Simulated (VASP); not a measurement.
# In15P16 (a cell with a defect) in VASP: notebook, part 2 of 2

VASP 6.6.1. Earlier steps stand in the parts before.

### 3 Single point, PBE, collinear spin (atoms taken out, then relaxed in part)

INCAR

```
ALGO = Normal
EDIFF = 1E-6
ENCUT = 400
GGA = PE
GGA_COMPAT = False
ISIF = 2
ISMEAR = 0
ISPIN = 2
KPAR = 2
LASPH = True
LCHARG = False
LORBIT = 11
LREAL = Auto
LWAVE = False
MAGMOM = 0 0 0 0 0 0 0 0 0 0 0 0 0 0 0 0.75 0 0 0.75 0 0.75 0 0 0 0 0 0 0.75 0 0 0
NBANDS = 162
NCORE = 2
NELM = 200
PREC = Accurate
SIGMA = 0.02
```

KPOINTS

```
Automatic mesh
0
Gamma
  2 2 2
  0.5 0.5 0.5
```

POSCAR

```
In15P16
1.0
   -5.9597880289      5.9597880289      5.9597880289
    5.9597880289     -5.9597880289      5.9597880289
    5.9597880289      5.9597880289     -5.9597880289
In P
15 16
Direct
    0.5000000000      0.7477747379      0.7522189813
    0.5000000000      0.0000000000      0.5000000000
    0.7477747379      0.2522189813      0.0000000000
    0.5000000000      0.2522189813      0.2477747379
    0.7477747379      0.5000000000      0.7522189813
    0.7477810187      0.7477810187      0.4955557566
    0.0000000000      0.0000000000      0.0000000000
    0.7477810187     -0.0044442434      0.2477810187
    0.0044442434      0.2522252621      0.7522252621
    0.0000000000      0.5000000000      0.5000000000
    0.2522189813      0.7477747379      0.0000000000
   -0.0044442434      0.7477810187      0.2477810187
    0.2522252621      0.0044442434      0.7522252621
    0.2522252621      0.2522252621      0.5044442434
    0.2522189813      0.5000000000      0.2477747379
    0.2575486749      0.5000000000      0.0000000000
    0.2506204493      0.7516112199      0.7506204493
    0.2483887801     -0.0009907705      0.4990092295
    0.5000000000      0.2575486749      0.0000000000
    0.2506204493      0.2506204493      0.2516112199
    0.5000000000      0.5000000000      0.7575486749
    0.5000000000      0.7493795507      0.5009907705
    0.7493795507      0.0009907705      0.0000000000
    0.5000000000      0.0009907705      0.2493795507
    0.7516112199      0.2506204493      0.7506204493
    0.7493795507      0.5000000000      0.5009907705
    0.0009907705      0.7493795507      0.0000000000
    0.7424513251      0.7424513251      0.2424513251
   -0.0009907705     -0.0009907705      0.7483887801
   -0.0009907705      0.2483887801      0.4990092295
    0.0009907705      0.5000000000      0.2493795507
```

Potentials or basis: VASP PAW PBE potentials, release 64 (In_d, P).

On the command line:

```sh
$ cat potpaw_PBE.64/In_d/POTCAR potpaw_PBE.64/P/POTCAR > POTCAR
$ mpirun -np 4 vasp_std > vasp.out
```

OUTCAR:

```text
EDIFF = 1E-6
   ENCUT = 400
   GGA = PE
   ISIF = 2
   ISMEAR = 0
   ISPIN = 2
   LASPH = True
   LORBIT = 11
   LREAL = Auto
   NELM = 200
   PREC = Accurate

 ion  position               nearest neighbor table
   1  0.500  0.748  0.752-  21 2.58  23 2.58  17 2.58  22 2.60
   2  0.500  0.000  0.500-  22 2.59  24 2.59  25 2.59  18 2.59
   3  0.748  0.252  0.000-  19 2.58  31 2.58  25 2.58  23 2.60
   4  0.500  0.252  0.248-  19 2.58  26 2.58  20 2.58  24 2.60
   5  0.748  0.500  0.752-  21 2.58  27 2.58  25 2.58  26 2.60
   6  0.748  0.748  0.496-  28 2.58  26 2.58  22 2.58  29 2.60
   7  0.000  0.000  0.000-  23 2.59  27 2.59  20 2.59  29 2.59
   8  0.748  0.996  0.248-  28 2.58  24 2.58  23 2.58  30 2.60
   9  0.004  0.252  0.752-  16 2.58  30 2.58  29 2.58  25 2.60
[... 905 lines left out ...]
      3.00638      5.95975      2.95341         0.005094     -0.001649     -0.005094
      2.95341      2.95341      5.95983        -0.005094     -0.005094      0.001649
[... 23 lines left out ...]
     -1.49955      7.44753      4.46024         0.001236     -0.003108      0.001236
      4.46024     -1.48774      1.49955         0.001236      0.003108     -0.001236
 -----------------------------------------------------------------------------------
    total drift:                               -0.000086     -0.000086     -0.000110

  FREE ENERGIE OF THE ION-ELECTRON SYSTEM (eV)
  ---------------------------------------------------
  free  energy   TOTEN  =      -127.5494134430 eV

  energy  without entropy=     -127.5494133814  energy(sigma->0) =     -127.54941341

 total charge

# of ion       s       p       d       tot
------------------------------------------
    1        0.829   0.710   9.891  11.430
    2        0.828   0.704   9.891  11.422
    3        0.829   0.710   9.891  11.430
    4        0.829   0.710   9.891  11.430
    5        0.829   0.710   9.891  11.430
    6        0.829   0.710   9.891  11.430
[... 23 lines left out ...]
   30        1.038   1.457   0.000   2.496
   31        1.038   1.457   0.000   2.496
--------------------------------------------------
tot         29.166  33.634 148.360 211.160

 magnetization (x)

# of ion       s       p       d       tot
------------------------------------------
    1       -0.003   0.005   0.005   0.007
    2        0.001   0.010   0.002   0.014
    3       -0.003   0.005   0.005   0.007
    4       -0.003   0.005   0.005   0.007
    5       -0.003   0.005   0.005   0.007
    6       -0.003   0.005   0.005   0.007
[... 23 lines left out ...]
   30        0.001   0.027   0.000   0.028
   31        0.001   0.027   0.000   0.028
--------------------------------------------------
tot          0.057   1.320   0.067   1.444
```

stdout:

```text
POSCAR found type information on POSCAR InP
 POSCAR found :  2 types and      31 ions
 scaLAPACK will be used
 LDA part: xc-table for (Slater+PW92), standard interpolation
 POSCAR, INCAR and KPOINTS ok, starting setup
 FFT: planning ... GRIDC
 FFT: planning ... GRID_SOFT
 FFT: planning ... GRID
 WAVECAR not read
 entering main loop
```

It took 5.7 min on 4 MPI ranks of Intel Xeon Platinum 8375C at 2.90GHz (Ice Lake), shared host; peak memory 0.63 GiB.

What came out:

```
Free energy                                           : -127.5494 eV
Pressure                                              : -0.6 GPa
Largest force                                         : 0.007 eV/Å
Band gap on the k mesh                                : 0.14 eV
Net moment                                            : 3.00 μB per cell
Site moments                                          : In +0.01; P +0.25, +0.03 (each value once) μB
Valence electrons inside the program's atomic spheres : In 11.43, 11.42 (each value once); P 2.45, 2.50 (each value once)
```

Forces on the atoms (eV/Å):
```
In  -0.002  0.005 -0.005
In   0.000  0.000  0.000
In   0.005 -0.005 -0.002
In  -0.002 -0.005  0.005
In   0.005 -0.002 -0.005
In  -0.005 -0.005  0.002
In   0.000  0.000  0.000
In  -0.005  0.002 -0.005
In   0.002  0.005  0.005
In   0.000  0.000  0.000
In  -0.005  0.005 -0.002
In   0.002 -0.005 -0.005
In   0.005  0.002  0.005
In   0.005  0.005  0.002
In  -0.005 -0.002  0.005
P    0.004 -0.004 -0.004
P   -0.001 -0.003 -0.001
P   -0.003  0.001  0.001
P   -0.004  0.004 -0.004
P   -0.001 -0.001 -0.003
P   -0.004 -0.004  0.004
P    0.003 -0.001  0.001
P   -0.001  0.001  0.003
P    0.003  0.001 -0.001
P   -0.003 -0.001 -0.001
P   -0.001  0.003  0.001
P    0.001 -0.001  0.003
P    0.004  0.004  0.004
P    0.001  0.001 -0.003
P    0.001 -0.003  0.001
P    0.001  0.003 -0.001
```

Caveat: the cell differs from its parent crystal (atoms taken out, then relaxed in part); spin-orbit coupling is left out, which moves the levels of the heavy elements.
